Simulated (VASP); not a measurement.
# Mo2Os (P6/mmm) in VASP: notebook

The runs below take Mo2Os through single point, relaxation of cell and atoms, with PBE.

Everything below comes from runs of VASP 6.6.1. Logs are shortened: lines on timing, memory, paths and dates and some standing lists are left out, and cuts for length are marked.

### Step 1. The cell of the first run

Symmetry: P6/mmm, No. 191, hexagonal system. Conventional cell: a = 4.408 Å, b = 4.408 Å, c = 2.741 Å, α = 90.00°, β = 90.00°, γ = 120.00°. Mo (site symmetry -6m2) has 5 Mo at 2.54 to 2.74 Å and 6 Os at 2.89 Å within 3.4 Å. Within 3.6 Å of Os (site symmetry 6/mmm) lie 2 Os at 2.74 Å and 12 Mo at 2.89 Å.

### Step 2. Single point, PBE

INCAR

```
SYSTEM = Mo2Os
ALGO     = Fast           ! electronic algorithm
EDIFF    = 1E-6           ! SCF threshold, eV
ENCUT    = 520            ! plane-wave cutoff, eV
GGA      = PE             ! functional
ISIF     = 2              ! what is computed and relaxed
ISMEAR   = 0              ! smearing method
LASPH    = .True.         ! aspherical terms in the spheres
LCHARG   = .True.         ! write CHGCAR
LELF     = .True.         ! ELF
LREAL    = .False.        ! projectors in reciprocal space
LVHAR    = .True.       
LWAVE    = .False.        ! write WAVECAR
NBANDS   = 25             ! bands
NELM     = 80             ! most SCF steps
PREC     = Accurate       ! precision mode
SIGMA    = 0.1            ! smearing width, eV
```

KPOINTS

```
k-points
0
Gamma
  12 12 16
  0 0 0
```

POSCAR

```
Mo2Os
1.0
    4.4076754221      0.0000000000      0.0000000000
   -2.2038377110      3.8171588872      0.0000000000
    0.0000000000      0.0000000000      2.7408332825
Mo Os
2 1
Direct
    0.3333333333      0.6666666667      0.5000000000
    0.6666666667      0.3333333333      0.5000000000
    0.0000000000      0.0000000000      0.0000000000
```

Potentials or basis: VASP PAW PBE potentials, release 64 (Mo_sv, Os).

The run is started by

```
$ cat potpaw_PBE.64/Mo_sv/POTCAR potpaw_PBE.64/Os/POTCAR > POTCAR
$ mpirun -np 1 vasp_std > vasp.out
```

OUTCAR:

```text
SYSTEM = Mo2Os
   EDIFF = 1E-6
   ENCUT = 520
   GGA = PE
   ISIF = 2
   ISMEAR = 0
   LASPH = .True.
   LREAL = .False.
   NELM = 80
   PREC = Accurate

 ion  position               nearest neighbor table
   1  0.333  0.667  0.500-   2 2.54   2 2.54   2 2.54   3 2.89   3 2.89   3 2.89   3 2.89   3 2.89
                             3 2.89
   2  0.667  0.333  0.500-   1 2.54   1 2.54   1 2.54   3 2.89   3 2.89   3 2.89   3 2.89   3 2.89
                             3 2.89
   3  0.000  0.000  0.000-   1 2.89   2 2.89   1 2.89   2 2.89   1 2.89   1 2.89   2 2.89   2 2.89
                             2 2.89   2 2.89   1 2.89   1 2.89

  LATTYP: Found a hexagonal cell.
 ALAT       =     4.4076754221
 C/A-ratio  =     0.6218319227

  Lattice vectors:

 A1 = (   4.4076754221,   0.0000000000,   0.0000000000)
 A2 = (  -2.2038377110,   3.8171588872,   0.0000000000)
 A3 = (   0.0000000000,   0.0000000000,   2.7408332825)

Analysis of symmetry for initial positions (statically):
=====================================================================
 Subroutine PRICEL returns:
 Original cell was already a primitive cell.

 Routine SETGRP: Setting up the symmetry group for a
 hexagonal supercell.

 Subroutine GETGRP returns: Found 24 space group operations
 (whereof 24 operations were pure point group operations)
 out of a pool of 24 trial point group operations.

The static configuration has the point symmetry D_6h.

Analysis of symmetry for dynamics (positions and initial velocities):
=====================================================================
 Subroutine PRICEL returns:
 Original cell was already a primitive cell.

 Routine SETGRP: Setting up the symmetry group for a
 hexagonal supercell.

 Subroutine GETGRP returns: Found 24 space group operations
 (whereof 24 operations were pure point group operations)
 out of a pool of 24 trial point group operations.

The dynamic configuration has the point symmetry D_6h.

 Subroutine INISYM returns: Found 24 space group operations
 (whereof 24 operations are pure point group operations),
 and found     1 'primitive' translations

----------------------------------------------------------------------------------------

                                     Primitive cell

  volume of cell :      46.1140

  direct lattice vectors                    reciprocal lattice vectors
     4.407675422  0.000000000  0.000000000     0.226876960  0.130987474  0.000000000
    -2.203837711  3.817158887  0.000000000     0.000000000  0.261974948  0.000000000
     0.000000000  0.000000000  2.740833283     0.000000000  0.000000000  0.364852546

  length of vectors
     4.407675422  4.407675422  2.740833283     0.261974948  0.261974948  0.364852546

  position of ions in fractional coordinates (direct lattice)
     0.333333333  0.666666667  0.500000000
     0.666666667  0.333333333  0.500000000
     0.000000000  0.000000000  0.000000000

  ion indices of the primitive-cell ions
   primitive index   ion index
                 1           1
                 2           2
                 3           3

----------------------------------------------------------------------------------------

 KPOINTS: k-points

Automatic generation of k-mesh.
 Grid dimensions read from file:
 generate k-points for:   12   12   16

 Generating k-lattice:

  Cartesian coordinates                     Fractional coordinates (reciprocal lattice)
     0.018906413  0.010915623  0.000000000     0.083333333  0.000000000  0.000000000
     0.000000000  0.021831246  0.000000000     0.000000000  0.083333333  0.000000000
     0.000000000  0.000000000  0.022803284     0.000000000  0.000000000  0.062500000

  Length of vectors
     0.021831246  0.021831246  0.022803284

  Shift w.r.t. Gamma in fractional coordinates (k-lattice)
     0.000000000  0.000000000  0.000000000

 Subroutine IBZKPT returns following result:
 ===========================================

 Found    171 irreducible k-points:

 Following reciprocal coordinates:
            Coordinates               Weight
  0.000000  0.000000  0.000000      1.000000
  0.083333  0.000000  0.000000      6.000000
  0.166667 -0.000000  0.000000      6.000000
  0.250000  0.000000  0.000000      6.000000
  0.333333  0.000000  0.000000      6.000000
  0.416667  0.000000  0.000000      6.000000
[... 16 lines left out ...]
  0.250000  0.000000  0.062500     12.000000
  0.333333  0.000000  0.062500     12.000000
 [... further k-points ...]
   k-points           NKPTS =    171   k-points in BZ     NKDIM =    171   number of bands    NBANDS=     25
   number of dos      NEDOS =    301   number of ions     NIONS =      3
   total plane-waves  NPLWV =  25920
   dimension x,y,z NGX =    36 NGY =   36 NGZ =   20
   dimension x,y,z NGXF=    72 NGYF=   72 NGZF=   40
   ions per type =               2   1
   NGX,Y,Z   is equivalent  to a cutoff of  13.58, 13.58, 12.13 a.u.
   NGXF,Y,Z  is equivalent  to a cutoff of  27.16, 27.16, 24.26 a.u.
 SYSTEM =  Mo2Os
   PREC   = accura    normal or accurate (medium, high low for compatibility)
   ISTART =      0    job   : 0-new  1-cont  2-samecut
   ICHARG =      2    charge: 1-file 2-atom 10-const
   ISPIN  =      1    spin polarized calculation?
   LNONCOLLINEAR =      F non collinear calculations
   LSORBIT =      F    spin-orbit coupling
   LASPH  =      T    aspherical Exc in radial PAW
   ENCUT  =  520.0 eV  38.22 Ry    6.18 a.u.   8.20  8.20  5.10*2*pi/ulx,y,z
   NELM   =     80;   NELMIN=  2; NELMDL= -5     # of ELM steps
   EDIFF  = 0.1E-05   stopping-criterion for ELM
   LREAL  =      F    real-space projection
   EDIFFG = 0.1E-04   stopping-criterion for IOM
   NSW    =      0    number of steps for IOM
   IBRION =     -1    ionic relax: 0-MD 1-quasi-New 2-CG
   NFREE  =      0    steps in history (QN), initial steepest desc. (CG)
   ISIF   =      2    stress and relaxation
   ISYM   =      2    0-nonsym 1-usesym 2-fastsym
   POTIM  = 0.5000    time-step for ionic-motion
   TEBEG  =    0.0;   TEEND  =   0.0 temperature during run
   PSTRESS=    0.0 pullay stress
   NELECT =      36.0000    total number of electrons
   NUPDOWN=      -1.0000    fix difference up-down
   EMIN   =  10.00;   EMAX   =-10.00  energy-range for DOS
   EFERMI =   0.00;   METHOD = LEGACY
   ISMEAR =     0;   SIGMA  =   0.10  broadening in eV -4-tet -1-fermi 0-gaus
   EFERMI_NEDOS =   21; number of points for ismear=-14 and -15
   IALGO  =     68    algorithm
   IMIX   =      4    mixing-type and parameters
     AMIX     =   0.40;   BMIX     =  1.00
     AMIX_MAG =   1.60;   BMIX_MAG =  1.00
  volume/ion in A,a.u.               =      15.37       103.73
  Fermi-wavevector in a.u.,A,eV,Ry     =   1.507410  2.848593 30.916330  2.272286
  Thomas-Fermi vector in A             =   2.618000
   LORBIT       =      0    0 simple, 1 ext, 2 COOP (PROOUT), +10 PAW based schemes
   GGA     = PE    functional components
   LHFCALC =     F    Hartree Fock is set to
   AEXX    =    0.0000 exact exchange contribution
   IVDW    =     0    specifies the selected vdW correction
   LEPSILON=     F    determine dielectric tensor
   LRPA    =     F    only Hartree local field effects (RPA)
 non-spin polarized calculation
 RMM-DIIS sequential band-by-band and
 Gauss-broadening in eV      SIGMA  =   0.10
  energy-cutoff  :      520.00
  volume of cell :       46.11
 maximum number of plane-waves:      1270
 NGX is ok and might be reduce to    36
   NGX = 17   NGY = 17   NGZ = 11

 number of electron      35.9999995 magnetization

 Free energy of the ion-electron system (eV)
  ---------------------------------------------------
  ext. energy  EPLUGINS =         0.00000000
  ---------------------------------------------------
  free energy    TOTEN  =       -32.12427995 eV

  energy without entropy =      -32.10038618  energy(sigma->0) =      -32.11233307

 E-fermi :  10.7670     XC(G=0): -13.4663

 val. band max:       10.7650586601   @ k =   0.1667   0.0833   0.5000
 cond. band min:      10.7673137490   @ k =   0.3333   0.0833   0.1250
 fundamental gap:      0.0022550889
 Fermi energy:        10.7669637172

 k-point     1 :       0.0000    0.0000    0.0000
  band No.  band energies     occupation
      1     -49.9342      2.00000
      2     -49.5663      2.00000
      3     -24.4829      2.00000
      4     -24.4829      2.00000
      5     -23.4913      2.00000
      6     -23.3453      2.00000
[... 17 lines left out ...]
     24      14.9369      0.00000
     25      19.3593      0.00000

 k-point     2 :       0.0833    0.0000    0.0000
  band No.  band energies     occupation
      1     -49.9288      2.00000
      2     -49.5720      2.00000
      3     -24.4896      2.00000
      4     -24.4685      2.00000
      5     -23.4874      2.00000
      6     -23.3608      2.00000
[... 17 lines left out ...]
     24      14.9142      0.00000
     25      19.3457      0.00000

 k-point     3 :       0.1667   -0.0000    0.0000
  band No.  band energies     occupation
      1     -49.9128      2.00000
      2     -49.5886      2.00000
      3     -24.5074      2.00000
      4     -24.4275      2.00000
      5     -23.4762      2.00000
      6     -23.4044      2.00000
[... 17 lines left out ...]
     24      14.8458      0.00000
     25      18.3649      0.00000

 k-point     4 :       0.2500    0.0000    0.0000
  band No.  band energies     occupation
      1     -49.8880      2.00000
      2     -49.6142      2.00000
      3     -24.5307      2.00000
      4     -24.3673      2.00000
      5     -23.4678      2.00000
      6     -23.4587      2.00000
[... 17 lines left out ...]
     24      14.7330      0.00000
     25      17.0577      0.00000

 k-point     5 :       0.3333    0.0000    0.0000
  band No.  band energies     occupation
      1     -49.8574      2.00000
      2     -49.6457      2.00000
      3     -24.5531      2.00000
      4     -24.3001      2.00000
      5     -23.5379      2.00000
      6     -23.4371      2.00000
[... 17 lines left out ...]
     24      14.5836      0.00000
     25      15.8367      0.00000

 k-point     6 :       0.4167    0.0000    0.0000
  band No.  band energies     occupation
      1     -49.8274      2.00000
      2     -49.6763      2.00000
      3     -24.5688      2.00000
      4     -24.2441      2.00000
      5     -23.5957      2.00000
      6     -23.4158      2.00000
[... 17 lines left out ...]
     24      14.4289      0.00000
     25      14.8078      0.00000
[... 393 lines left out ...]
 k-point    21 :       0.0833    0.0000    0.0625
  band No.  band energies     occupation
      1     -49.9246      2.00000
      2     -49.5681      2.00000
      3     -24.4849      2.00000
      4     -24.4638      2.00000
      5     -23.5260      2.00000
      6     -23.3576      2.00000
[... 17 lines left out ...]
     24      14.8098      0.00000
     25      19.3489      0.00000

 k-point    22 :       0.1667   -0.0000    0.0625
  band No.  band energies     occupation
      1     -49.9086      2.00000
      2     -49.5847      2.00000
      3     -24.5028      2.00000
      4     -24.4229      2.00000
      5     -23.5146      2.00000
      6     -23.4008      2.00000
[... 17 lines left out ...]
     24      14.7395      0.00000
     25      18.5815      0.00000

 k-point    23 :       0.2500    0.0000    0.0625
  band No.  band energies     occupation
      1     -49.8838      2.00000
      2     -49.6103      2.00000
      3     -24.5262      2.00000
      4     -24.3628      2.00000
      5     -23.4975      2.00000
      6     -23.4633      2.00000
[... 17 lines left out ...]
     24      14.6232      0.00000
     25      17.1546      0.00000

 k-point    24 :       0.3333    0.0000    0.0625
  band No.  band energies     occupation
      1     -49.8533      2.00000
      2     -49.6417      2.00000
      3     -24.5486      2.00000
      4     -24.2956      2.00000
      5     -23.5347      2.00000
      6     -23.4739      2.00000
[... 17 lines left out ...]
     24      14.4704      0.00000
     25      15.9160      0.00000

 [... further k-points ...]
[... 5 lines left out ...]
  --------------------------------------------------------------------------------------
  -------------------------------------------------------------------------------------
  Total        0.0741215      0.0741215      0.1004091      0.0000000      0.0000000      0.0000000
  in kB        2.5752657      2.5752657      3.4886005      0.0000000      0.0000000      0.0000000
  external PRESSURE =       2.8797107 kB  Pullay stress =       0.0000000 kB

 VOLUME and BASIS-vectors are now :
 -----------------------------------------------------------------------------
  energy-cutoff  :      520.00
  volume of cell :       46.11
      direct lattice vectors                 reciprocal lattice vectors
     4.407675422  0.000000000  0.000000000     0.226876960  0.130987474  0.000000000
    -2.203837711  3.817158887  0.000000000     0.000000000  0.261974948  0.000000000
     0.000000000  0.000000000  2.740833283     0.000000000  0.000000000  0.364852546

 POSITION                                       TOTAL-FORCE (eV/Angst)
 -----------------------------------------------------------------------------------
     -0.00000      2.54477      1.37042         0.000000      0.000000      0.000000
      2.20384      1.27239      1.37042        -0.000000      0.000000     -0.000000
      0.00000      0.00000      0.00000        -0.000000      0.000000     -0.000000
 -----------------------------------------------------------------------------------
    total drift:                                0.000000     -0.000000     -0.000000

  FREE ENERGIE OF THE ION-ELECTRON SYSTEM (eV)
  ---------------------------------------------------
  free  energy   TOTEN  =       -32.1242799518 eV

  energy  without entropy=      -32.1003861802  energy(sigma->0) =      -32.11233307
```

It took 2.3 min on 1 thread of Intel Xeon Platinum 8488C (Sapphire Rapids), shared host; peak memory 0.3 GiB.

Results:

| Quantity | Value |
| --- | --- |
| Free energy | -32.1243 eV |
| Pressure | 0.3 GPa |
| Band gap on the k mesh | zero (bands 18 and 19 overlap by 1.38 eV) |

Stress tensor (GPa, compression positive):
```
0.26 0.00 0.00
0.00 0.26 0.00
0.00 0.00 0.35
```

Levels at points of the mesh, in eV from the Fermi level:
```csv
k point,band 15,band 16,band 17,band 18,band 19,band 20,band 21,band 22
"(0.00, 0.00, 0.00)",-1.69,-1.65,-0.30,-0.30,-0.19,-0.19,0.87,0.87
"(0.50, 0.00, 0.00)",-2.40,-1.38,-1.07,0.04,1.12,1.73,1.80,2.55
"(0.00, 0.00, 0.50)",-0.32,-0.32,0.14,0.14,2.15,2.15,3.50,3.50
"(0.50, 0.00, 0.50)",-1.76,-1.38,-0.30,0.72,1.18,2.66,2.67,3.02
```

Caveat: spin-orbit coupling is left out, which moves the levels of the heavy elements.

[end of part 1 of 2]
